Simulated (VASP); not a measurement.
Runs of VASP 6.6.1 on Nb. The structure is that of space group Fm-3m (No. 225), or close to it. The cells are those of the table. 

| cell | gap on the mesh (eV) | pressure (GPa) |
| --- | --- | --- |
| a = 2.947, b = 2.947, c = 2.901 Å, angles 60.5, 60.5, 59.0°, 1 atom | none | (a) |
| a = 2.947, b = 2.947, c = 2.991 Å, angles 59.5, 59.5, 61.0°, 1 atom | none | 2.7 |
| a = 2.992, b = 2.992, c = 2.901 Å, angles 61.0, 61.0, 58.0°, 1 atom | none | 2.4 |
| a = 3.036, b = 3.036, c = 2.991 Å, angles 60.5, 60.5, 59.0°, 1 atom | none | -6.9 |

Alike in all rows: task single point; level r2SCAN; potentials or basis VASP PAW PBE potentials, release 64 (Nb_sv); no spin polarisation; k mesh 20 × 20 × 20; cutoff (eV) 520; smearing gaussian 0.15 eV.

Fill in the values left out.

(a) 8.5.

Caveats: the PAW data sets were made with another functional, which shifts forces and pressure a little; the stress differs along the axes, from 5 to 15 GPa (at least some runs); the stress differs along the axes, from -3 to 6 GPa (at least some runs); the stress differs along the axes, from -2 to 11 GPa (at least some runs); the stress differs along the axes, from -9 to -3 GPa (at least some runs).

A k mesh can miss the band edges, and the runs leave out spin-orbit coupling on Nb.

A gap of «none» marks levels without a gap at the run's occupations.
